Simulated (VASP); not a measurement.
# Sn2Ge (Fm-3m) in VASP: a series of runs

Runs on Sn2Ge. Level: PBEsol. Tasks: relaxation of cell and atoms, single point.

Program: VASP 6.6.1. These are calculated values, not measurements. Logs are shortened: lines on timing, memory, paths and dates and some standing lists are left out, and cuts for length are marked.

### 1 The cell of the first run

Symmetry: Fm-3m, No. 225, cubic system. Conventional cell: a = 6.286 Å, b = 6.286 Å, c = 6.286 Å, α = 90.00°, β = 90.00°, γ = 90.00°. Sn (site symmetry -43m) has 4 Ge at 2.72 Å and 6 Sn at 3.14 Å within 3.6 Å. Ge (site symmetry m-3m) has 8 Sn at 2.72 Å within 3.6 Å.

### 2 Relaxation of cell and atoms, PBEsol

Contents of INCAR:

```
PREC = Accurate
ENCUT = 600
EDIFF = 1E-6
ISMEAR = 0
SIGMA = 0.1
LREAL = False
LASPH = True
NELM = 60
ALGO = Normal
ISIF = 3
LWAVE = False
LCHARG = False
GGA = PS
IBRION = 2
NSW = 100
EDIFFG = -0.05
```

Contents of KPOINTS:

```
regular mesh
0
Gamma
  6 6 6
```

Contents of POSCAR:

```
Sn2Ge
1.0
    0.0000000000      3.1429694073      3.1429694073
    3.1429694073      0.0000000000      3.1429694073
    3.1429694073      3.1429694073      0.0000000000
Sn Ge
2 1
Direct
    0.7500000000      0.7500000000      0.7500000000
    0.2500000000      0.2500000000      0.2500000000
    0.0000000000      0.0000000000      0.0000000000
```

Potentials or basis: VASP PAW PBE potentials, release 64 (Sn_d, Ge_d).

The run is started by

```sh
cat potpaw_PBE.64/Sn_d/POTCAR potpaw_PBE.64/Ge_d/POTCAR > POTCAR
mpirun -np 1 vasp_std > vasp.out
```

OUTCAR:

```text
PREC = Accurate
   ENCUT = 600
   EDIFF = 1E-6
   ISMEAR = 0
   LREAL = False
   LASPH = True
   NELM = 60
   ISIF = 3
   GGA = PS
   IBRION = 2
   NSW = 100
   EDIFFG = -0.05

 ion  position               nearest neighbor table
   1  0.750  0.750  0.750-   3 2.72   3 2.72   3 2.72   3 2.72   2 3.14   2 3.14   2 3.14   2 3.14
                             2 3.14   2 3.14
   2  0.250  0.250  0.250-   3 2.72   3 2.72   3 2.72   3 2.72   1 3.14   1 3.14   1 3.14   1 3.14
                             1 3.14   1 3.14
   3  0.000  0.000  0.000-   1 2.72   2 2.72   1 2.72   1 2.72   2 2.72   1 2.72   2 2.72   2 2.72

  LATTYP: Found a face centered cubic cell.
 ALAT       =     6.2859388146

  Lattice vectors:

 A1 = (   0.0000000000,   3.1429694073,   3.1429694073)
 A2 = (   3.1429694073,   0.0000000000,   3.1429694073)
 A3 = (   3.1429694073,   3.1429694073,   0.0000000000)

Analysis of symmetry for initial positions (statically):
=====================================================================
 Subroutine PRICEL returns:
 Original cell was already a primitive cell.

 Routine SETGRP: Setting up the symmetry group for a
 face centered cubic supercell.

 Subroutine GETGRP returns: Found 48 space group operations
 (whereof 48 operations were pure point group operations)
 out of a pool of 48 trial point group operations.

The static configuration has the point symmetry O_h .

Analysis of symmetry for dynamics (positions and initial velocities):
=====================================================================
 Subroutine PRICEL returns:
 Original cell was already a primitive cell.

 Routine SETGRP: Setting up the symmetry group for a
 face centered cubic supercell.

 Subroutine GETGRP returns: Found 48 space group operations
 (whereof 48 operations were pure point group operations)
 out of a pool of 48 trial point group operations.

The dynamic configuration has the point symmetry O_h .

 Subroutine INISYM returns: Found 48 space group operations
 (whereof 48 operations are pure point group operations),
 and found     1 'primitive' translations

----------------------------------------------------------------------------------------

                                     Primitive cell

  volume of cell :      62.0941

  direct lattice vectors                    reciprocal lattice vectors
     0.000000000  3.142969407  3.142969407    -0.159085226  0.159085226  0.159085226
     3.142969407  0.000000000  3.142969407     0.159085226 -0.159085226  0.159085226
     3.142969407  3.142969407  0.000000000     0.159085226  0.159085226 -0.159085226

  length of vectors
     4.444829962  4.444829962  4.444829962     0.275543695  0.275543695  0.275543695

  position of ions in fractional coordinates (direct lattice)
     0.750000000  0.750000000  0.750000000
     0.250000000  0.250000000  0.250000000
     0.000000000  0.000000000  0.000000000

  ion indices of the primitive-cell ions
   primitive index   ion index
                 1           1
                 2           2
                 3           3

----------------------------------------------------------------------------------------

 KPOINTS: regular mesh

Automatic generation of k-mesh.
 Grid dimensions read from file:
 generate k-points for:    6    6    6

 Generating k-lattice:

  Cartesian coordinates                     Fractional coordinates (reciprocal lattice)
    -0.026514204  0.026514204  0.026514204     0.166666667  0.000000000  0.000000000
     0.026514204 -0.026514204  0.026514204     0.000000000  0.166666667  0.000000000
     0.026514204  0.026514204 -0.026514204     0.000000000  0.000000000  0.166666667

  Length of vectors
     0.045923949  0.045923949  0.045923949

  Shift w.r.t. Gamma in fractional coordinates (k-lattice)
     0.000000000  0.000000000  0.000000000

 Subroutine IBZKPT returns following result:
 ===========================================

 Found     16 irreducible k-points:

 Following reciprocal coordinates:
            Coordinates               Weight
  0.000000  0.000000  0.000000      1.000000
  0.166667  0.000000  0.000000      8.000000
  0.333333  0.000000  0.000000      8.000000
  0.500000  0.000000  0.000000      4.000000
  0.166667  0.166667  0.000000      6.000000
  0.333333  0.166667  0.000000     24.000000
[... 8 lines left out ...]
 -0.333333  0.333333  0.166667     24.000000
 -0.333333  0.500000  0.166667     12.000000
   k-points           NKPTS =     16   k-points in BZ     NKDIM =     16   number of bands    NBANDS=     25
   number of dos      NEDOS =    301   number of ions     NIONS =      3
   total plane-waves  NPLWV =  46656
   dimension x,y,z NGX =    36 NGY =   36 NGZ =   36
   dimension x,y,z NGXF=    72 NGYF=   72 NGZF=   72
   ions per type =               2   1
   NGX,Y,Z   is equivalent  to a cutoff of  13.46, 13.46, 13.46 a.u.
   NGXF,Y,Z  is equivalent  to a cutoff of  26.93, 26.93, 26.93 a.u.
 SYSTEM =  unknown system
   PREC   = accura    normal or accurate (medium, high low for compatibility)
   ISTART =      0    job   : 0-new  1-cont  2-samecut
   ICHARG =      2    charge: 1-file 2-atom 10-const
   ISPIN  =      1    spin polarized calculation?
   LNONCOLLINEAR =      F non collinear calculations
   LSORBIT =      F    spin-orbit coupling
   LASPH  =      T    aspherical Exc in radial PAW
   ENCUT  =  600.0 eV  44.10 Ry    6.64 a.u.   8.88  8.88  8.88*2*pi/ulx,y,z
   NELM   =     60;   NELMIN=  2; NELMDL= -5     # of ELM steps
   EDIFF  = 0.1E-05   stopping-criterion for ELM
   LREAL  =      F    real-space projection
   EDIFFG = -.5E-01   stopping-criterion for IOM
   NSW    =    100    number of steps for IOM
   IBRION =      2    ionic relax: 0-MD 1-quasi-New 2-CG
   NFREE  =      1    steps in history (QN), initial steepest desc. (CG)
   ISIF   =      3    stress and relaxation
   ISYM   =      2    0-nonsym 1-usesym 2-fastsym
   POTIM  = 0.5000    time-step for ionic-motion
   TEBEG  =    0.0;   TEEND  =   0.0 temperature during run
   PSTRESS=    0.0 pullay stress
   NELECT =      42.0000    total number of electrons
   NUPDOWN=      -1.0000    fix difference up-down
   EMIN   =  10.00;   EMAX   =-10.00  energy-range for DOS
   EFERMI =   0.00;   METHOD = LEGACY
   ISMEAR =     0;   SIGMA  =   0.10  broadening in eV -4-tet -1-fermi 0-gaus
   EFERMI_NEDOS =   21; number of points for ismear=-14 and -15
   IALGO  =     38    algorithm
   IMIX   =      4    mixing-type and parameters
     AMIX     =   0.40;   BMIX     =  1.00
     AMIX_MAG =   1.60;   BMIX_MAG =  1.00
  volume/ion in A,a.u.               =      20.70       139.68
  Fermi-wavevector in a.u.,A,eV,Ry     =   1.437058  2.715647 28.097896  2.065137
  Thomas-Fermi vector in A             =   2.556178
   LORBIT       =      0    0 simple, 1 ext, 2 COOP (PROOUT), +10 PAW based schemes
   GGA     = PS    functional components
   LHFCALC =     F    Hartree Fock is set to
   AEXX    =    0.0000 exact exchange contribution
   IVDW    =     0    specifies the selected vdW correction
   LEPSILON=     F    determine dielectric tensor
   LRPA    =     F    only Hartree local field effects (RPA)
 conjugate gradient relaxation of ions
 non-spin polarized calculation
 Gauss-broadening in eV      SIGMA  =   0.10
  energy-cutoff  :      600.00
  volume of cell :       62.09
 maximum number of plane-waves:      2090
   NGX = 17   NGY = 17   NGZ = 17

--------------------------------------- Ionic step        1  -------------------------------------------

 number of electron      41.9999985 magnetization

 Free energy of the ion-electron system (eV)
  ---------------------------------------------------
  ext. energy  EPLUGINS =         0.00000000
  ---------------------------------------------------
  free energy    TOTEN  =       -11.81807574 eV

  energy without entropy =      -11.79760485  energy(sigma->0) =      -11.80784029

------------------------ aborting loop because EDIFF is reached ----------------------------------------

  FORCE on cell =-STRESS in cart. coord.  units (eV):
  Direction    XX          YY          ZZ          XY          YZ          ZX
  --------------------------------------------------------------------------------------
  -------------------------------------------------------------------------------------
  Total        9.5084140      9.5084140      9.5084140     -0.0000000     -0.0000000      0.0000000
  in kB      245.3399139    245.3399139    245.3399139     -0.0000000     -0.0000000      0.0000000
  external PRESSURE =     245.3399139 kB  Pullay stress =       0.0000000 kB
[... 22 lines left out ...]
  energy  without entropy=      -11.7976048493  energy(sigma->0) =      -11.80784029

--------------------------------------- Ionic step        2  -------------------------------------------

 number of electron      41.9999971 magnetization

 E-fermi :   4.8128     XC(G=0):  -9.3858

 val. band max:        4.7924137059   @ k =   0.5000   0.0000   0.0000
 cond. band min:       4.8214384740   @ k =  -0.1667   0.1667   0.0000
 fundamental gap:      0.0290247680
 Fermi energy:         4.8128300394

 k-point     1 :       0.0000    0.0000    0.0000
  band No.  band energies     occupation
      1     -19.4721      2.00000
      2     -19.4721      2.00000
      3     -19.4721      2.00000
      4     -19.4652      2.00000
      5     -19.4652      2.00000
      6     -16.5528      2.00000
[... 471 lines left out ...]
  energy  without entropy=      -12.6604834717  energy(sigma->0) =      -12.66493458

--------------------------------------- Ionic step        3  -------------------------------------------

 number of electron      41.9999979 magnetization

 Free energy of the ion-electron system (eV)
  ---------------------------------------------------
  ext. energy  EPLUGINS =         0.00000000
  ---------------------------------------------------
  free energy    TOTEN  =       -12.95042602 eV

  energy without entropy =      -12.93690068  energy(sigma->0) =      -12.94366335

 E-fermi :   6.3513     XC(G=0): -10.1130

 val. band max:        6.3330291660   @ k =   0.1667   0.0000   0.0000
 cond. band min:       6.3562980748   @ k =   0.5000   0.0000   0.0000
 fundamental gap:      0.0232689089
 Fermi energy:         6.3513455575

 k-point     1 :       0.0000    0.0000    0.0000
  band No.  band energies     occupation
      1     -17.9190      2.00000
      2     -17.9190      2.00000
      3     -17.9190      2.00000
      4     -17.9070      2.00000
      5     -17.9070      2.00000
      6     -14.9811      2.00000
[... 467 lines left out ...]
  FREE ENERGIE OF THE ION-ELECTRON SYSTEM (eV)
  ---------------------------------------------------
  free  energy   TOTEN  =       -12.9504260238 eV

  energy  without entropy=      -12.9369006820  energy(sigma->0) =      -12.94366335

 reached required accuracy - stopping structural energy minimisation
```

Wall time 1.7 min (1 thread of Intel Xeon 8259CL, shared host); peak memory 0.22 GiB.

What came out:

```
Free energy                           : -12.9504 eV
Relaxed volume                        : 26.96 Å³/atom
Relaxed cell                          : a = 4.854 Å, b = 4.854 Å, c = 4.854 Å, α = 60.00°, β = 60.00°, γ = 60.00°
Space group after relaxing (to 0.1 Å) : Fm-3m (No. 225)
Energy gained by relaxing             : 377.5 meV/atom
Ionic steps                           : 3
Pressure after relaxing               : 0.0 GPa
Band gap on the k mesh                : zero (bands 21 and 22 overlap by 1.74 eV)
```

Step by step:
| step | energy change (eV) | largest force (eV/Å) | pressure (GPa) | volume (Å³) |
| --- | --- | --- | --- | --- |
| 1 | 0.0000 | 0.0000 | 24.53 | 62.09 |
| 2 | -0.8513 | 0.0000 | -5.55 | 95.15 |
| 3 | -1.1324 | 0.0000 | -0.03 | 80.88 |

Final structure:
```
CELL_PARAMETERS angstrom
0.00000 3.43239 3.43239
3.43239 0.00000 3.43239
3.43239 3.43239 0.00000
ATOMIC_POSITIONS crystal
Sn 0.75000 0.75000 0.75000
Sn 0.25000 0.25000 0.25000
Ge 0.00000 0.00000 0.00000
```

Levels at points of the mesh, in eV from the Fermi level:
```csv
k point,band 17,band 18,band 19,band 20,band 21,band 22,band 23,band 24,band 25
"(0.00, 0.00, 0.00)",-3.56,-3.29,-0.85,-0.85,-0.85,-0.78,-0.78,-0.78,3.81
"(0.50, 0.00, 0.00)",-8.06,-4.61,-2.16,-2.16,0.00,0.00,0.36,4.03,4.77
"(0.50, 0.50, 0.00)",-8.23,-5.75,-3.79,-3.79,-1.27,4.02,4.43,4.43,5.31
```

Caveat: the volume moved by over 15 % at a fixed basis, so the end points are rough; the PAW data sets were made with another functional, which shifts forces and pressure a little; spin-orbit coupling is left out, which moves the levels of the heavy elements.

### 3 Single point, PBEsol

This run uses another cell than the first one, of 26.89 Å³/atom.

Contents of INCAR:

```
SYSTEM = Sn2Ge
PREC = Accurate
ENCUT = 520
EDIFF = 1E-6
ISMEAR = -1
SIGMA = 0.15
LREAL = .False.
LASPH = .True.
NELM = 60
ALGO = Fast
ISIF = 2
LWAVE = .False.
LCHARG = .False.
GGA = PS
NBANDS = 28
```

Contents of KPOINTS:

```
regular mesh
0
Gamma
  12 12 12
  0 0 0
```

Contents of POSCAR:

```
Sn2Ge
1.0
    0.0000000000      3.4293783490      3.4293783490
    3.4293783490      0.0000000000      3.4293783490
    3.4293783490      3.4293783490      0.0000000000
Sn Ge
2 1
Direct
    0.7500000000      0.7500000000      0.7500000000
    0.2500000000      0.2500000000      0.2500000000
    0.0000000000      0.0000000000      0.0000000000
```

Potentials or basis: VASP PAW PBE potentials, release 64 (Sn_d, Ge_d).

The run is started by

```sh
cat potpaw_PBE.64/Sn_d/POTCAR potpaw_PBE.64/Ge_d/POTCAR > POTCAR
mpirun -np 1 vasp_std > vasp.out
```

Run time: 4.9 min. Hardware: 1 thread of Intel Xeon 8259CL, shared host; peak memory 0.3 GiB.

It converged, with:

| Item | Value |
| --- | --- |
| Free energy | -13.0297 eV |
| Pressure | 0.0 GPa |
| Band gap on the k mesh | zero (bands 21 and 22 overlap by 1.76 eV) |

Levels at points of the mesh, in eV from the Fermi level:
| k point | band 18 | band 19 | band 20 | band 21 | band 22 | band 23 | band 24 | band 25 |
| --- | --- | --- | --- | --- | --- | --- | --- | --- |
| (0.00, 0.00, 0.00) | -3.46 | -1.01 | -1.01 | -1.01 | -0.96 | -0.96 | -0.96 | 3.67 |
| (0.50, 0.00, 0.00) | -4.77 | -2.34 | -2.34 | -0.15 | -0.15 | 0.21 | 3.88 | 4.60 |
| (0.50, 0.50, 0.00) | -5.90 | -3.97 | -3.97 | -1.44 | 3.85 | 4.29 | 4.29 | 5.15 |

Caveat: the PAW data sets were made with another functional, which shifts forces and pressure a little; spin-orbit coupling is left out, which moves the levels of the heavy elements.

### 4 Single point, PBEsol

This run uses another cell than the first one, of 26.97 Å³/atom.

Contents of INCAR:

```
  PREC = Accurate
  ENCUT = 520
  EDIFF = 1E-6
  ISMEAR = 0
  SIGMA = 0.1
  LREAL = False
  LASPH = True
  NELM = 60
  ALGO = Normal
  ISIF = 2
  LWAVE = False
  LCHARG = False
  GGA = PS
  NBANDS = 28
```

Contents of KPOINTS:

```
regular mesh
0
Gamma
  10 10 10
```

Contents of POSCAR:

```
Sn2Ge
1.0
    0.0000000000      3.4327523668      3.4327523668
    3.4327523668      0.0000000000      3.4327523668
    3.4327523668      3.4327523668      0.0000000000
Sn Ge
2 1
Direct
    0.7500000000      0.7500000000      0.7500000000
    0.2500000000      0.2500000000      0.2500000000
    0.0000000000      0.0000000000      0.0000000000
```

The run is started by

```sh
cat potpaw_PBE.64/Sn_d/POTCAR potpaw_PBE.64/Ge_d/POTCAR > POTCAR
mpirun -np 1 vasp_std > vasp.out
```

It took 1.8 min on 1 thread of Intel Xeon 8259CL, shared host; peak memory 0.26 GiB.

It converged, with:

| Quantity | Value |
| --- | --- |
| Free energy | -12.9857 eV |
| Pressure | 0.0 GPa |
| Band gap on the k mesh | zero (bands 21 and 22 overlap by 1.54 eV) |

Levels at points of the mesh, in eV from the Fermi level:
```
           k point  band 18  band 19  band 20  band 21  band 22  band 23  band 24  band 25
(0.00, 0.00, 0.00)    -3.36    -0.91    -0.91    -0.91    -0.85    -0.85    -0.85     3.76
(0.50, 0.00, 0.00)    -4.68    -2.23    -2.23    -0.05    -0.05     0.30     3.96     4.69
(0.50, 0.50, 0.00)    -5.81    -3.85    -3.85    -1.33     3.94     4.37     4.37     5.24
```

Caveat: the PAW data sets were made with another functional, which shifts forces and pressure a little; spin-orbit coupling is left out, which moves the levels of the heavy elements.

### 5 Relaxation of cell and atoms, PBEsol

This run uses another cell than the first one, of 26.97 Å³/atom.

Contents of INCAR:

```
  PREC = Accurate
  ENCUT = 600
  EDIFF = 1E-6
  ISMEAR = 0
  SIGMA = 0.1
  LREAL = F
  LASPH = T
  NELM = 60
  ALGO = Fast
  ISIF = 3
  LWAVE = F
  LCHARG = F
  GGA = PS
  IBRION = 2
  NSW = 100
  EDIFFG = -0.005
```

KPOINTS is that of step 4.

POSCAR is that of step 4.

The run is started by

```sh
cat potpaw_PBE.64/Sn_d/POTCAR potpaw_PBE.64/Ge_d/POTCAR > POTCAR
mpirun -np 1 vasp_std > vasp.out
```

Run time: 3.5 min. Hardware: 1 thread of Intel Xeon 8259CL, shared host; peak memory 0.31 GiB.

It converged, with:

```
Free energy             : -12.9864 eV
Pressure after relaxing : 0.0 GPa
Band gap on the k mesh  : zero (bands 21 and 22 overlap by 1.54 eV)
```

Final structure:
```cif
data_structure
_symmetry_space_group_name_H-M 'P 1'
_symmetry_Int_Tables_number 1
_cell_length_a 4.8546
_cell_length_b 4.8546
_cell_length_c 4.8546
_cell_angle_alpha 60.000
_cell_angle_beta 60.000
_cell_angle_gamma 60.000
_cell_volume 80.90
loop_
_atom_site_label
_atom_site_type_symbol
_atom_site_fract_x
_atom_site_fract_y
_atom_site_fract_z
_atom_site_occupancy
Sn1 Sn 0.75000 0.75000 0.75000 1
Sn2 Sn 0.25000 0.25000 0.25000 1
Ge1 Ge 0.00000 0.00000 0.00000 1
```

Levels at points of the mesh, in eV from the Fermi level:
```tsv
k point	band 19	band 20	band 21	band 22	band 23	band 24
(0.00, 0.00, 0.00)	-0.91	-0.91	-0.91	-0.85	-0.85	-0.85
(0.50, 0.00, 0.00)	-2.23	-2.23	-0.05	-0.05	0.30	3.99
(0.50, 0.50, 0.00)	-3.85	-3.85	-1.33	3.98	4.39	4.43
```

Caveat: the relaxation stopped at its first step, so nothing moved; the PAW data sets were made with another functional, which shifts forces and pressure a little; spin-orbit coupling is left out, which moves the levels of the heavy elements.

(Part 1 of 2 ends here.)
